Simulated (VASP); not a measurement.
# Y (P6_3/mmc) in VASP: a series of runs

Y is run at these levels: LDA; tasks: single point, relaxation of cell and atoms.

Everything below comes from runs of VASP 6.6.1. Logs are shortened: lines on timing, memory, paths and dates and some standing lists are left out, and cuts for length are marked.

## 1. The cell of the first run

The structure is hexagonal, space group P6_3/mmc (No. 194). The conventional cell has a = 3.536 Å, b = 3.536 Å, c = 5.537 Å, α = 90.00°, β = 90.00°, γ = 120.00°. Y (site symmetry -6m2) has 12 Y at 3.44 to 3.54 Å within 4.5 Å.

## 2. Single point, LDA

File INCAR:

```
SYSTEM = Y
PREC     = Accurate       ! precision mode
ENCUT    = 520            ! plane-wave cutoff, eV
EDIFF    = 1E-6           ! SCF threshold, eV
ISMEAR   = -1             ! smearing method
SIGMA    = 0.1            ! smearing width, eV
LREAL    = .False.        ! projectors in reciprocal space
LASPH    = .True.         ! aspherical terms in the spheres
NELM     = 100            ! most SCF steps
ALGO     = Normal         ! electronic algorithm
ISIF     = 2              ! what is computed and relaxed
LWAVE    = .False.        ! write WAVECAR
LCHARG   = .False.        ! write CHGCAR
GGA      = CA             ! functional
NBANDS   = 18             ! bands
```

File KPOINTS:

```
regular mesh
0
Gamma
  8 8 5
  0 0 0
```

File POSCAR:

```
Y
1.0
    3.5362739240      0.0000000000      0.0000000000
   -1.7681369620      3.0625030529      0.0000000000
    0.0000000000      0.0000000000      5.5369829497
Y
2
Direct
    0.3333333333      0.6666666667      0.2500000000
    0.6666666667      0.3333333333      0.7500000000
```

Potentials or basis: VASP PAW LDA potentials, release 64 (Y_sv).

Command:

```
$ cat potpaw_LDA.64/Y_sv/POTCAR > POTCAR
$ mpirun -np 1 vasp_std > vasp.out
```

OUTCAR:

```text
SYSTEM = Y
   PREC = Accurate
   ENCUT = 520
   EDIFF = 1E-6
   ISMEAR = -1
   LREAL = .False.
   LASPH = .True.
   NELM = 100
   ISIF = 2
   GGA = CA

 ion  position               nearest neighbor table
   1  0.333  0.667  0.250-   2 3.44   2 3.44   2 3.44   2 3.44   2 3.44   2 3.44
   2  0.667  0.333  0.750-   1 3.44   1 3.44   1 3.44   1 3.44   1 3.44   1 3.44

  LATTYP: Found a hexagonal cell.
 ALAT       =     3.5362739240
 C/A-ratio  =     1.5657675476

  Lattice vectors:

 A1 = (   3.5362739240,   0.0000000000,   0.0000000000)
 A2 = (  -1.7681369620,   3.0625030529,   0.0000000000)
 A3 = (   0.0000000000,   0.0000000000,   5.5369829497)

Analysis of symmetry for initial positions (statically):
=====================================================================
 Subroutine PRICEL returns:
 Original cell was already a primitive cell.

 Routine SETGRP: Setting up the symmetry group for a
 hexagonal supercell.

 Subroutine GETGRP returns: Found 24 space group operations
 (whereof 12 operations were pure point group operations)
 out of a pool of 24 trial point group operations.

The static configuration has the point symmetry D_3d.
 The point group associated with its full space group is D_6h.

Analysis of symmetry for dynamics (positions and initial velocities):
=====================================================================
 Subroutine PRICEL returns:
 Original cell was already a primitive cell.

 Routine SETGRP: Setting up the symmetry group for a
 hexagonal supercell.

 Subroutine GETGRP returns: Found 24 space group operations
 (whereof 12 operations were pure point group operations)
 out of a pool of 24 trial point group operations.

The dynamic configuration has the point symmetry D_3d.
 The point group associated with its full space group is D_6h.

 Subroutine INISYM returns: Found 24 space group operations
 (whereof 12 operations are pure point group operations),
 and found     1 'primitive' translations

----------------------------------------------------------------------------------------

                                     Primitive cell

  volume of cell :      59.9647

  direct lattice vectors                    reciprocal lattice vectors
     3.536273924  0.000000000  0.000000000     0.282783523  0.163265143  0.000000000
    -1.768136962  3.062503053  0.000000000     0.000000000  0.326530287  0.000000000
     0.000000000  0.000000000  5.536982950     0.000000000  0.000000000  0.180603771

  length of vectors
[... 81 lines left out ...]
   NELM   =    100;   NELMIN=  2; NELMDL= -5     # of ELM steps
   EDIFF  = 0.1E-05   stopping-criterion for ELM
   LREAL  =      F    real-space projection
   EDIFFG = 0.1E-04   stopping-criterion for IOM
   NSW    =      0    number of steps for IOM
   IBRION =     -1    ionic relax: 0-MD 1-quasi-New 2-CG
   NFREE  =      0    steps in history (QN), initial steepest desc. (CG)
   ISIF   =      2    stress and relaxation
   ISYM   =      2    0-nonsym 1-usesym 2-fastsym
   POTIM  = 0.5000    time-step for ionic-motion
   TEBEG  =    0.0;   TEEND  =   0.0 temperature during run
   PSTRESS=    0.0 pullay stress
   NELECT =      22.0000    total number of electrons
   NUPDOWN=      -1.0000    fix difference up-down
   EMIN   =  10.00;   EMAX   =-10.00  energy-range for DOS
   EFERMI =   0.00;   METHOD = LEGACY
   ISMEAR =    -1;   SIGMA  =   0.10  broadening in eV -4-tet -1-fermi 0-gaus
   EFERMI_NEDOS =   21; number of points for ismear=-14 and -15
   IALGO  =     38    algorithm
   IMIX   =      4    mixing-type and parameters
     AMIX     =   0.40;   BMIX     =  1.00
     AMIX_MAG =   1.60;   BMIX_MAG =  1.00
  volume/ion in A,a.u.               =      29.98       202.33
  Fermi-wavevector in a.u.,A,eV,Ry     =   1.171972  2.214706 18.687848  1.373518
  Thomas-Fermi vector in A             =   2.308408
   LORBIT       =      0    0 simple, 1 ext, 2 COOP (PROOUT), +10 PAW based schemes
   GGA     = CA    functional components
   LHFCALC =     F    Hartree Fock is set to
   AEXX    =    0.0000 exact exchange contribution
   IVDW    =     0    specifies the selected vdW correction
   LEPSILON=     F    determine dielectric tensor
   LRPA    =     F    only Hartree local field effects (RPA)
 non-spin polarized calculation
  energy-cutoff  :      520.00
  volume of cell :       59.96
 maximum number of plane-waves:      1643
 NGX is ok and might be reduce to    28
   NGX = 13   NGY = 13   NGZ = 21

 number of electron      22.0000000 magnetization

 Free energy of the ion-electron system (eV)
  ---------------------------------------------------
  ext. energy  EPLUGINS =         0.00000000
  ---------------------------------------------------
  free energy    TOTEN  =       -13.94941246 eV

  energy without entropy =      -13.82850383  energy(sigma->0) =      -13.88895814

 E-fermi :   3.2781     XC(G=0): -10.0021

 val. band max:        3.2760351047   @ k =   0.2500   0.0000   0.4000
 cond. band min:       3.3752811319   @ k =   0.1250   0.1250   0.4000
 fundamental gap:      0.0992460272
 Fermi energy:         3.2781318277

 k-point     1 :       0.0000    0.0000    0.0000
  band No.  band energies     occupation
      1     -38.9535      2.00000
      2     -38.8411      2.00000
      3     -19.4878      2.00000
      4     -18.8310      2.00000
      5     -18.8310      2.00000
      6     -18.7094      2.00000
[... 481 lines left out ...]
      5     -18.9305      2.00000
      6     -18.9027      2.00000
[... 10 lines left out ...]
     17       8.1322      0.00000
     18       8.2538      0.00000

 [... further k-points ...]

------------------------ aborting loop because EDIFF is reached ----------------------------------------

  FORCE on cell =-STRESS in cart. coord.  units (eV):
  Direction    XX          YY          ZZ          XY          YZ          ZX
  --------------------------------------------------------------------------------------
  -------------------------------------------------------------------------------------
  Total       -0.0591476     -0.0591476     -0.0329913      0.0000000      0.0000000      0.0000000
  in kB       -1.5803451     -1.5803451     -0.8814828      0.0000000      0.0000000      0.0000000
  external PRESSURE =      -1.3473910 kB  Pullay stress =       0.0000000 kB

 VOLUME and BASIS-vectors are now :
 -----------------------------------------------------------------------------
  energy-cutoff  :      520.00
  volume of cell :       59.96
      direct lattice vectors                 reciprocal lattice vectors
     3.536273924  0.000000000  0.000000000     0.282783523  0.163265143  0.000000000
    -1.768136962  3.062503053  0.000000000     0.000000000  0.326530287  0.000000000
     0.000000000  0.000000000  5.536982950     0.000000000  0.000000000  0.180603771

 POSITION                                       TOTAL-FORCE (eV/Angst)
 -----------------------------------------------------------------------------------
     -0.00000      2.04167      1.38425         0.000000     -0.000000      0.000000
      1.76814      1.02083      4.15274        -0.000000      0.000000      0.000000
 -----------------------------------------------------------------------------------
    total drift:                               -0.000000      0.000000     -0.000000

  FREE ENERGIE OF THE ION-ELECTRON SYSTEM (eV)
  ---------------------------------------------------
  free  energy   TOTEN  =       -13.9494124618 eV

  energy  without entropy=      -13.8285038259  energy(sigma->0) =      -13.88895814
```

OSZICAR:

```text
N       E                     dE             d eps       ncg     rms          rms(c)
DAV:   1     0.893686151853E+02    0.89369E+02   -0.11251E+04  1080   0.117E+03
DAV:   2    -0.664964089517E+01   -0.96018E+02   -0.94263E+02  1328   0.262E+02
DAV:   3    -0.140918584206E+02   -0.74422E+01   -0.73330E+01  1824   0.435E+01
DAV:   4    -0.143156162369E+02   -0.22376E+00   -0.22356E+00  1338   0.740E+00
DAV:   5    -0.143199626082E+02   -0.43464E-02   -0.43454E-02  1520   0.855E-01    0.349E+01
DAV:   6    -0.140091072753E+02    0.31086E+00   -0.38532E-01  1198   0.375E+00    0.215E+01
DAV:   7    -0.139616805729E+02    0.47427E-01   -0.74478E-01  1538   0.461E+00    0.169E+00
DAV:   8    -0.139493705687E+02    0.12310E-01   -0.11601E-01  1306   0.201E+00    0.446E-01
DAV:   9    -0.139494260308E+02   -0.55462E-04   -0.44678E-03  1390   0.430E-01    0.149E-01
DAV:  10    -0.139494108761E+02    0.15155E-04   -0.48217E-04  1390   0.172E-01    0.539E-02
DAV:  11    -0.139494130721E+02   -0.21960E-05   -0.29724E-05  1562   0.331E-02    0.320E-02
DAV:  12    -0.139494124618E+02    0.61028E-06   -0.57160E-06  1182   0.191E-02
   1 F= -.13949412E+02 E0= -.13888958E+02  d E =-.120909E+00
```

stdout:

```text
POSCAR found type information on POSCAR Y
 POSCAR found :  1 types and       2 ions
 scaLAPACK will be used
 LDA part: xc-table for (Slater(with rela. corr.)+CA(PZ))
 , standard interpolation
 POSCAR, INCAR and KPOINTS ok, starting setup
 FFT: planning ... GRIDC
 FFT: planning ... GRID_SOFT
 FFT: planning ... GRID
 WAVECAR not read
 entering main loop
```

Wall time 45 s (1 thread of Intel Xeon 8259CL, shared host); peak memory 0.17 GiB.

Results:

| Property | Result |
| --- | --- |
| Free energy | -13.9494 eV |
| Pressure | -0.1 GPa |
| Band gap on the k mesh | zero (bands 11 and 12 overlap by 1.68 eV) |

## 3. Relaxation of cell and atoms, LDA

This run uses another cell than the first one, of 33.01 Å³/atom.

File INCAR:

```
PREC = Accurate ; ENCUT = 600
EDIFF = 1E-6 ; ISMEAR = -1
SIGMA = 0.1 ; LREAL = False
LASPH = True ; NELM = 60
ALGO = Normal ; ISIF = 3
LWAVE = False ; LCHARG = False
GGA = CA ; IBRION = 2
NSW = 80 ; EDIFFG = -0.02
```

File KPOINTS:

```
Automatic mesh
0
Gamma
  8 8 5
```

File POSCAR:

```
Y
1.0
    3.6474000000      0.0000000000      0.0000000000
   -1.8237000000      3.1587410600      0.0000000000
    0.0000000000      0.0000000000      5.7306000000
Y
2
Direct
    0.3333333328      0.6666666656      0.2500000000
    0.6666666672      0.3333333344      0.7500000000
```

Potentials or basis: VASP PAW LDA potentials, release 64 (Y_sv).

Command:

```
$ cat potpaw_LDA.64/Y_sv/POTCAR > POTCAR
$ mpirun -np 1 vasp_std > vasp.out
```

OUTCAR:

```text
PREC = Accurate
   ENCUT = 600
   EDIFF = 1E-6
   ISMEAR = -1
   LREAL = False
   LASPH = True
   NELM = 60
   ISIF = 3
   GGA = CA
   IBRION = 2
   NSW = 80
   EDIFFG = -0.02

 ion  position               nearest neighbor table
   1  0.333  0.667  0.250-   2 3.56   2 3.56   2 3.56   2 3.56   2 3.56   2 3.56
   2  0.667  0.333  0.750-   1 3.56   1 3.56   1 3.56   1 3.56   1 3.56   1 3.56

  LATTYP: Found a hexagonal cell.
 ALAT       =     3.6474000000
 C/A-ratio  =     1.5711465702

  Lattice vectors:

 A1 = (   3.6474000000,   0.0000000000,   0.0000000000)
 A2 = (  -1.8237000000,   3.1587410600,   0.0000000000)
 A3 = (   0.0000000000,   0.0000000000,   5.7306000000)

Analysis of symmetry for initial positions (statically):
=====================================================================
 Subroutine PRICEL returns:
 Original cell was already a primitive cell.

 Routine SETGRP: Setting up the symmetry group for a
 hexagonal supercell.

 Subroutine GETGRP returns: Found 24 space group operations
 (whereof 12 operations were pure point group operations)
 out of a pool of 24 trial point group operations.

The static configuration has the point symmetry D_3d.
 The point group associated with its full space group is D_6h.

Analysis of symmetry for dynamics (positions and initial velocities):
=====================================================================
 Subroutine PRICEL returns:
 Original cell was already a primitive cell.

 Routine SETGRP: Setting up the symmetry group for a
 hexagonal supercell.
[... 153 lines left out ...]
  free energy    TOTEN  =       -13.87038639 eV

  energy without entropy =      -13.74063974  energy(sigma->0) =      -13.80551306

 E-fermi :   2.7984     XC(G=0):  -9.6216

 val. band max:        2.7919130229   @ k =   0.2500   0.1250   0.0000
 cond. band min:       2.8600022733   @ k =   0.3750   0.0000   0.0000
 fundamental gap:      0.0680892504
 Fermi energy:         2.7983737236

 k-point     1 :       0.0000    0.0000    0.0000
  band No.  band energies     occupation
      1     -39.6618      2.00000
      2     -39.5883      2.00000
      3     -20.0631      2.00000
      4     -19.5849      2.00000
      5     -19.5849      2.00000
      6     -19.4955      2.00000
      7     -19.4955      2.00000
      8     -19.4653      2.00000
      9      -1.8651      2.00000
     10       0.9293      2.00000
     11       3.7459      0.00015
     12       4.4931      0.00000
     13       4.4931      0.00000
     14       4.7753      0.00000
[... 486 lines left out ...]
--------------------------------------- Ionic step        3  -------------------------------------------

 number of electron      22.0000001 magnetization

 Free energy of the ion-electron system (eV)
  ---------------------------------------------------
  ext. energy  EPLUGINS =         0.00000000
  ---------------------------------------------------
  free energy    TOTEN  =       -13.94979958 eV

  energy without entropy =      -13.82925807  energy(sigma->0) =      -13.88952883

 E-fermi :   3.2962     XC(G=0): -10.0162

 val. band max:        3.2912233281   @ k =   0.2500   0.0000   0.4000
 cond. band min:       3.3905300039   @ k =   0.1250   0.1250   0.4000
 fundamental gap:      0.0993066758
 Fermi energy:         3.2961764495

 k-point     1 :       0.0000    0.0000    0.0000
  band No.  band energies     occupation
      1     -38.9278      2.00000
      2     -38.8139      2.00000
      3     -19.4673      2.00000
      4     -18.8031      2.00000
      5     -18.8031      2.00000
      6     -18.6803      2.00000
      7     -18.6803      2.00000
      8     -18.6366      2.00000
      9      -1.5089      2.00000
     10       1.2820      2.00000
     11       4.6032      0.00000
     12       5.0760      0.00000
     13       5.0760      0.00000
     14       5.4289      0.00000
[... 444 lines left out ...]
  FREE ENERGIE OF THE ION-ELECTRON SYSTEM (eV)
  ---------------------------------------------------
  free  energy   TOTEN  =       -13.9497995817 eV

  energy  without entropy=      -13.8292580735  energy(sigma->0) =      -13.88952883

 reached required accuracy - stopping structural energy minimisation
```

CONTCAR:

```text
Y
   1.00000000000000
     3.5319172127848657    0.0000000000000000    0.0000000000000000
    -1.7659586063924329    3.0587300323594135    0.0000000000000000
     0.0000000000000000   -0.0000000000000000    5.5312867033650530
  Y
     2
Direct
     0.3333333328000023    0.6666666655999975    0.2500000000000000
     0.6666666671999977    0.3333333344000025    0.7500000000000000

  0.00000000E+00  0.00000000E+00  0.00000000E+00
  0.00000000E+00  0.00000000E+00  0.00000000E+00
```

It took 2.3 min on 1 thread of Intel Xeon 8259CL, shared host; peak memory 0.2 GiB.

What came out:

- Free energy: -13.9498 eV
- Relaxed volume: 29.88 Å³/atom
- Relaxed cell: a = 3.532 Å, b = 3.532 Å, c = 5.531 Å, α = 90.00°, β = 90.00°, γ = 120.00°
- Space group after relaxing (to 0.1 Å): P6_3/mmc (No. 194)
- Energy gained by relaxing: 39.7 meV/atom
- Ionic steps: 3
- Pressure after relaxing: 0.0 GPa
- Band gap on the k mesh: zero (bands 11 and 12 overlap by 1.69 eV)

The path:
| step | energy change (eV) | largest force (eV/Å) | pressure (GPa) | volume (Å³) |
| --- | --- | --- | --- | --- |
| 1 | 0.0000 | 0.0000 | -3.80 | 66.02 |
| 2 | -0.0773 | 0.0000 | 0.73 | 58.82 |
| 3 | -0.0794 | 0.0000 | 0.02 | 59.76 |

Final structure:
```
Y
1.0
     3.53192    0.00000    0.00000
    -1.76596    3.05873    0.00000
     0.00000    0.00000    5.53129
Y
2
Cartesian
  0.0000 2.0392 1.3828
  1.7660 1.0196 4.1485
```

Levels at points of the mesh, in eV from the Fermi level:
```csv
k point,band 8,band 9,band 10,band 11,band 12,band 13,band 14,band 15
"(0.00, 0.00, 0.00)",-21.93,-4.81,-2.01,1.31,1.78,1.78,2.13,2.46
"(0.50, 0.00, 0.00)",-22.05,-1.71,-1.38,-0.96,0.12,1.46,1.56,2.25
```
